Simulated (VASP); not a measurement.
# SnO2 (P4_2/mnm) in VASP: notebook

SnO2 is run at these levels: PBE; tasks: single point.

Everything below comes from runs of VASP 6.6.1. Logs are shortened: lines on timing, memory, paths and dates and some standing lists are left out, and cuts for length are marked.

**1. The cell of the first run**

It takes space group P4_2/mnm (No. 136, tetragonal). The conventional cell has a = 4.570 Å, b = 4.570 Å, c = 3.072 Å, α = 90.00°, β = 90.00°, γ = 90.00°. Within 2.6 Å of Sn (site symmetry mmm) lie 6 O at 1.96 to 1.99 Å. O (site symmetry m2m) has 3 Sn at 1.96 to 1.99 Å and 1 O at 2.54 Å within 2.6 Å.

**2. Single point, PBE (strain -4.0%)**

File INCAR:

```
PREC = Accurate
ENCUT = 520
EDIFF = 1E-7
ISMEAR = -1
SIGMA = 0.02
LREAL = False
LASPH = True
NELM = 100
ALGO = Normal
ISIF = 2
LWAVE = False
LCHARG = False
GGA = PE
NBANDS = 35
```

File KPOINTS:

```
regular mesh
0
Gamma
  6 6 8
```

File POSCAR:

```
SnO2
1.0
    4.5701507755      0.0000000000      0.0000000000
    0.0000000000      4.5701507755      0.0000000000
    0.0000000000      0.0000000000      3.0720770602
Sn O
2 4
Direct
    0.0000000000      0.0000000000      0.0000000000
    0.5000000000      0.5000000000      0.5000000000
    0.3036035238      0.3036035238      0.0000000000
    0.1963964762      0.8036035238      0.5000000000
    0.8036035238      0.1963964762      0.5000000000
    0.6963964762      0.6963964762      0.0000000000
```

Potentials or basis: VASP PAW PBE potentials, release 64 (Sn_d, O).

Started as:

```bash
$ cat potpaw_PBE.64/Sn_d/POTCAR potpaw_PBE.64/O/POTCAR > POTCAR
$ mpirun -np 1 vasp_std > vasp.out
```

OUTCAR:

```text
PREC = Accurate
   ENCUT = 520
   EDIFF = 1E-7
   ISMEAR = -1
   LREAL = False
   LASPH = True
   NELM = 100
   ISIF = 2
   GGA = PE

 ion  position               nearest neighbor table
   1  0.000  0.000  0.000-   3 1.96   6 1.96   5 1.99   4 1.99   4 1.99   5 1.99   2 3.58   2 3.58
                             2 3.58   2 3.58   2 3.58   2 3.58   2 3.58   2 3.58
   2  0.500  0.500  0.500-   4 1.96   5 1.96   3 1.99   6 1.99   3 1.99   6 1.99   1 3.58   1 3.58
                             1 3.58   1 3.58   1 3.58   1 3.58   1 3.58   1 3.58
   3  0.304  0.304  0.000-   1 1.96   2 1.99   2 1.99
   4  0.196  0.804  0.500-   2 1.96   1 1.99   1 1.99
   5  0.804  0.196  0.500-   2 1.96   1 1.99   1 1.99
   6  0.696  0.696  0.000-   1 1.96   2 1.99   2 1.99

  LATTYP: Found a simple tetragonal cell.
 ALAT       =     4.5701507755
 C/A-ratio  =     0.6722047502

  Lattice vectors:

 A1 = (   4.5701507755,   0.0000000000,   0.0000000000)
 A2 = (   0.0000000000,   4.5701507755,   0.0000000000)
 A3 = (   0.0000000000,   0.0000000000,   3.0720770602)

Analysis of symmetry for initial positions (statically):
=====================================================================
 Subroutine PRICEL returns:
 Original cell was already a primitive cell.

 Routine SETGRP: Setting up the symmetry group for a
 simple tetragonal supercell.

 Subroutine GETGRP returns: Found 16 space group operations
 (whereof  8 operations were pure point group operations)
 out of a pool of 16 trial point group operations.

The static configuration has the point symmetry D_2h.
 The point group associated with its full space group is D_4h.

Analysis of symmetry for dynamics (positions and initial velocities):
=====================================================================
 Subroutine PRICEL returns:
 Original cell was already a primitive cell.

 Routine SETGRP: Setting up the symmetry group for a
 simple tetragonal supercell.

 Subroutine GETGRP returns: Found 16 space group operations
 (whereof  8 operations were pure point group operations)
 out of a pool of 16 trial point group operations.

The dynamic configuration has the point symmetry D_2h.
 The point group associated with its full space group is D_4h.

 Subroutine INISYM returns: Found 16 space group operations
 (whereof  8 operations are pure point group operations),
 and found     1 'primitive' translations

----------------------------------------------------------------------------------------

                                     Primitive cell

  volume of cell :      64.1643

  direct lattice vectors                    reciprocal lattice vectors
     4.570150776  0.000000000  0.000000000     0.218811162  0.000000000  0.000000000
     0.000000000  4.570150776  0.000000000     0.000000000  0.218811162  0.000000000
     0.000000000  0.000000000  3.072077060     0.000000000  0.000000000  0.325512668

  length of vectors
     4.570150776  4.570150776  3.072077060     0.218811162  0.218811162  0.325512668

  position of ions in fractional coordinates (direct lattice)
     0.000000000  0.000000000  0.000000000
     0.500000000  0.500000000  0.500000000
     0.303603524  0.303603524  0.000000000
     0.196396476  0.803603524  0.500000000
     0.803603524  0.196396476  0.500000000
     0.696396476  0.696396476  0.000000000

  ion indices of the primitive-cell ions
   primitive index   ion index
                 1           1
                 2           2
                 3           3
                 4           4
                 5           5
                 6           6

----------------------------------------------------------------------------------------

 KPOINTS: regular mesh

Automatic generation of k-mesh.
 Grid dimensions read from file:
 generate k-points for:    6    6    8

 Generating k-lattice:

  Cartesian coordinates                     Fractional coordinates (reciprocal lattice)
     0.036468527  0.000000000  0.000000000     0.166666667  0.000000000  0.000000000
     0.000000000  0.036468527  0.000000000     0.000000000  0.166666667  0.000000000
     0.000000000  0.000000000  0.040689083     0.000000000  0.000000000  0.125000000

  Length of vectors
     0.036468527  0.036468527  0.040689083

  Shift w.r.t. Gamma in fractional coordinates (k-lattice)
     0.000000000  0.000000000  0.000000000

 Subroutine IBZKPT returns following result:
 ===========================================

 Found     50 irreducible k-points:

 Following reciprocal coordinates:
            Coordinates               Weight
  0.000000  0.000000  0.000000      1.000000
  0.166667  0.000000  0.000000      4.000000
  0.333333  0.000000  0.000000      4.000000
  0.500000  0.000000  0.000000      2.000000
  0.166667  0.166667  0.000000      4.000000
  0.333333  0.166667  0.000000      8.000000
[... 16 lines left out ...]
  0.333333  0.000000  0.250000      8.000000
  0.500000  0.000000  0.250000      4.000000
 [... further k-points ...]
   k-points           NKPTS =     50   k-points in BZ     NKDIM =     50   number of bands    NBANDS=     35
   number of dos      NEDOS =    301   number of ions     NIONS =      6
   total plane-waves  NPLWV =  31104
   dimension x,y,z NGX =    36 NGY =   36 NGZ =   24
   dimension x,y,z NGXF=    72 NGYF=   72 NGZF=   48
   ions per type =               2   4
   NGX,Y,Z   is equivalent  to a cutoff of  13.10, 13.10, 12.99 a.u.
   NGXF,Y,Z  is equivalent  to a cutoff of  26.19, 26.19, 25.98 a.u.
 SYSTEM =  unknown system
   PREC   = accura    normal or accurate (medium, high low for compatibility)
   ISTART =      0    job   : 0-new  1-cont  2-samecut
   ICHARG =      2    charge: 1-file 2-atom 10-const
   ISPIN  =      1    spin polarized calculation?
   LNONCOLLINEAR =      F non collinear calculations
   LSORBIT =      F    spin-orbit coupling
   LASPH  =      T    aspherical Exc in radial PAW
   ENCUT  =  520.0 eV  38.22 Ry    6.18 a.u.   8.50  8.50  5.71*2*pi/ulx,y,z
   NELM   =    100;   NELMIN=  2; NELMDL= -5     # of ELM steps
   EDIFF  = 0.1E-06   stopping-criterion for ELM
   LREAL  =      F    real-space projection
   EDIFFG = 0.1E-05   stopping-criterion for IOM
   NSW    =      0    number of steps for IOM
   IBRION =     -1    ionic relax: 0-MD 1-quasi-New 2-CG
   NFREE  =      0    steps in history (QN), initial steepest desc. (CG)
   ISIF   =      2    stress and relaxation
   ISYM   =      2    0-nonsym 1-usesym 2-fastsym
   POTIM  = 0.5000    time-step for ionic-motion
   TEBEG  =    0.0;   TEEND  =   0.0 temperature during run
   PSTRESS=    0.0 pullay stress
   NELECT =      52.0000    total number of electrons
   NUPDOWN=      -1.0000    fix difference up-down
   EMIN   =  10.00;   EMAX   =-10.00  energy-range for DOS
   EFERMI =   0.00;   METHOD = LEGACY
   ISMEAR =    -1;   SIGMA  =   0.02  broadening in eV -4-tet -1-fermi 0-gaus
   EFERMI_NEDOS =   21; number of points for ismear=-14 and -15
   IALGO  =     38    algorithm
   IMIX   =      4    mixing-type and parameters
     AMIX     =   0.40;   BMIX     =  1.00
     AMIX_MAG =   1.60;   BMIX_MAG =  1.00
  volume/ion in A,a.u.               =      10.69        72.17
  Fermi-wavevector in a.u.,A,eV,Ry     =   1.526318  2.884322 31.696747  2.329645
  Thomas-Fermi vector in A             =   2.634367
   LORBIT       =      0    0 simple, 1 ext, 2 COOP (PROOUT), +10 PAW based schemes
   GGA     = PE    functional components
   LHFCALC =     F    Hartree Fock is set to
   AEXX    =    0.0000 exact exchange contribution
   IVDW    =     0    specifies the selected vdW correction
   LEPSILON=     F    determine dielectric tensor
   LRPA    =     F    only Hartree local field effects (RPA)
 non-spin polarized calculation
  energy-cutoff  :      520.00
  volume of cell :       64.16
 maximum number of plane-waves:      1748
 NGX is ok and might be reduce to    36
   NGX = 17   NGY = 17   NGZ = 11

 number of electron      52.0000047 magnetization

 Free energy of the ion-electron system (eV)
  ---------------------------------------------------
  ext. energy  EPLUGINS =         0.00000000
  ---------------------------------------------------
  free energy    TOTEN  =       -35.96141734 eV

  energy without entropy =      -35.96141734  energy(sigma->0) =      -35.96141734

 E-fermi :   7.9695     XC(G=0): -11.8519

 val. band max:        7.4933503396   @ k =   0.0000   0.0000   0.0000
 cond. band min:      10.0515925608   @ k =   0.0000   0.0000   0.0000
 fundamental gap:      2.5582422212
 Fermi energy:         7.9694979587

 k-point     1 :       0.0000    0.0000    0.0000
  band No.  band energies     occupation
      1     -13.8903      2.00000
      2     -12.9084      2.00000
      3     -12.4017      2.00000
      4     -12.3352      2.00000
      5     -12.3001      2.00000
      6     -12.3001      2.00000
[... 27 lines left out ...]
     34      21.0453      0.00000
     35      21.1203      0.00000

 k-point     2 :       0.1667    0.0000    0.0000
  band No.  band energies     occupation
      1     -13.8352      2.00000
      2     -12.9252      2.00000
      3     -12.4713      2.00000
      4     -12.3401      2.00000
      5     -12.2969      2.00000
      6     -12.2967      2.00000
[... 27 lines left out ...]
     34      20.9758      0.00000
     35      21.0521      0.00000

 k-point     3 :       0.3333    0.0000    0.0000
  band No.  band energies     occupation
      1     -13.6728      2.00000
      2     -13.1158      2.00000
      3     -12.4754      2.00000
      4     -12.3587      2.00000
      5     -12.2902      2.00000
      6     -12.2898      2.00000
[... 27 lines left out ...]
     34      20.6146      0.00000
     35      20.8525      0.00000
[... 723 lines left out ...]
 k-point    23 :       0.3333    0.0000    0.2500
  band No.  band energies     occupation
      1     -13.5266      2.00000
      2     -13.3240      2.00000
      3     -12.8238      2.00000
      4     -12.4673      2.00000
      5     -12.1861      2.00000
      6     -12.1709      2.00000
[... 27 lines left out ...]
     34      20.6045      0.00000
     35      20.7399      0.00000

 k-point    24 :       0.5000    0.0000    0.2500
  band No.  band energies     occupation
      1     -13.4547      2.00000
      2     -13.4547      2.00000
      3     -12.6407      2.00000
      4     -12.6407      2.00000
      5     -12.1662      2.00000
      6     -12.1662      2.00000
[... 27 lines left out ...]
     34      20.6089      0.00000
     35      21.1658      0.00000

 [... further k-points ...]
[... 5 lines left out ...]
  --------------------------------------------------------------------------------------
  -------------------------------------------------------------------------------------
  Total       16.2236920     16.2236920     19.8776698     -0.0000000      0.0000000      0.0000000
  in kB      405.1045431    405.1045431    496.3441315     -0.0000000      0.0000000      0.0000000
  external PRESSURE =     435.5177392 kB  Pullay stress =       0.0000000 kB

 VOLUME and BASIS-vectors are now :
 -----------------------------------------------------------------------------
  energy-cutoff  :      520.00
  volume of cell :       64.16
      direct lattice vectors                 reciprocal lattice vectors
     4.570150776  0.000000000  0.000000000     0.218811162  0.000000000  0.000000000
     0.000000000  4.570150776  0.000000000     0.000000000  0.218811162  0.000000000
     0.000000000  0.000000000  3.072077060     0.000000000  0.000000000  0.325512668

 POSITION                                       TOTAL-FORCE (eV/Angst)
 -----------------------------------------------------------------------------------
      0.00000      0.00000      0.00000         0.000000      0.000000      0.000000
      2.28508      2.28508      1.53604         0.000000      0.000000      0.000000
      1.38751      1.38751      0.00000        -0.031550     -0.031550      0.000000
      0.89756      3.67259      1.53604         0.031550     -0.031550      0.000000
      3.67259      0.89756      1.53604        -0.031550      0.031550      0.000000
      3.18264      3.18264      0.00000         0.031550      0.031550     -0.000000
 -----------------------------------------------------------------------------------
    total drift:                                0.000000      0.000000      0.000000

  FREE ENERGIE OF THE ION-ELECTRON SYSTEM (eV)
  ---------------------------------------------------
  free  energy   TOTEN  =       -35.9614173407 eV

  energy  without entropy=      -35.9614173407  energy(sigma->0) =      -35.96141734
```

Run time: 38 s. Hardware: 1 thread of Intel Xeon 6975P-C (Granite Rapids), shared host; peak memory 0.22 GiB.

What came out:

```
Free energy            : -35.9614 eV
Pressure               : 43.6 GPa
Largest force          : 0.045 eV/Å
Band gap on the k mesh : 2.56 eV, direct
```

Forces on the atoms (eV/Å):
```
Sn   0.000  0.000  0.000
Sn   0.000  0.000  0.000
O   -0.032 -0.032  0.000
O    0.032 -0.032  0.000
O   -0.032  0.032  0.000
O    0.032  0.032  0.000
```

Stress tensor (GPa, compression positive):
```
40.51  0.00  0.00
 0.00 40.51  0.00
 0.00  0.00 49.63
```

Caveat: the cell differs from its parent crystal (strain -4.0%); spin-orbit coupling is left out, which moves the levels of the heavy elements.

**3. Single point, PBE (strain -3.0%)**

File INCAR:

```
SYSTEM = SnO2
PREC     = Accurate       ! precision mode
ENCUT    = 520            ! plane-wave cutoff, eV
EDIFF    = 1E-6           ! SCF threshold, eV
ISMEAR   = -1             ! smearing method
SIGMA    = 0.02           ! smearing width, eV
LREAL    = .False.        ! projectors in reciprocal space
LASPH    = .True.         ! aspherical terms in the spheres
NELM     = 100            ! most SCF steps
ALGO     = Normal         ! electronic algorithm
ISIF     = 2              ! what is computed and relaxed
LWAVE    = .False.        ! write WAVECAR
LCHARG   = .True.         ! write CHGCAR
GGA      = PE             ! functional
LELF     = .True.         ! ELF
LVHAR    = .True.       
NBANDS   = 35             ! bands
```

File KPOINTS:

```
regular mesh
0
Gamma
  6 6 8
  0 0 0
```

File POSCAR:

```
SnO2
1.0
    4.6177565128      0.0000000000      0.0000000000
    0.0000000000      4.6177565128      0.0000000000
    0.0000000000      0.0000000000      3.1040778629
Sn O
2 4
Direct
    0.0000000000      0.0000000000      0.0000000000
    0.5000000000      0.5000000000      0.5000000000
    0.3041103291      0.3041103291      0.0000000000
    0.1958896709      0.8041103291      0.5000000000
    0.8041103291      0.1958896709      0.5000000000
    0.6958896709      0.6958896709      0.0000000000
```

Potentials or basis: VASP PAW PBE potentials, release 64 (Sn_d, O).

Started as:

```bash
$ cat potpaw_PBE.64/Sn_d/POTCAR potpaw_PBE.64/O/POTCAR > POTCAR
$ mpirun -np 1 vasp_std > vasp.out
```

Run time: 34 s. Hardware: 1 thread of Intel Xeon 6975P-C (Granite Rapids), shared host; peak memory 0.23 GiB.

Results (log left out):

```yaml
Free_energy: -36.4454 eV
Pressure: 32.8 GPa
Largest_force: 0.047 eV/Å
Band_gap_on_the_k_mesh: 2.16 eV, direct
```

Forces on the atoms (eV/Å):
```
Sn   0.000  0.000  0.000
Sn   0.000  0.000  0.000
O   -0.033 -0.033  0.000
O    0.033 -0.033  0.000
O   -0.033  0.033  0.000
O    0.033  0.033  0.000
```

Stress tensor (GPa, compression positive):
```
30.38  0.00  0.00
 0.00 30.38  0.00
 0.00  0.00 37.57
```

Levels at points of the mesh, in eV from the valence-band top:
| k point | band 24 | band 25 | band 26 | band 27 | band 28 | band 29 |
| --- | --- | --- | --- | --- | --- | --- |
| (0.00, 0.00, 0.00) | -0.87 | -0.87 | 0.00 | 2.16 | 6.75 | 6.75 |
| (0.50, 0.00, 0.00) | -1.16 | -0.67 | -0.67 | 5.32 | 5.32 | 7.60 |
| (0.50, 0.50, 0.00) | -1.28 | -0.99 | -0.99 | 5.82 | 5.82 | 8.15 |
| (0.00, 0.00, 0.50) | -1.88 | -1.37 | -1.37 | 7.13 | 7.13 | 10.32 |
| (0.50, 0.00, 0.50) | -1.25 | -0.62 | -0.62 | 7.44 | 7.44 | 8.72 |
| (0.50, 0.50, 0.50) | -1.02 | -0.94 | -0.94 | 5.58 | 5.58 | 9.35 |

Caveat: the cell differs from its parent crystal (strain -3.0%); spin-orbit coupling is left out, which moves the levels of the heavy elements.
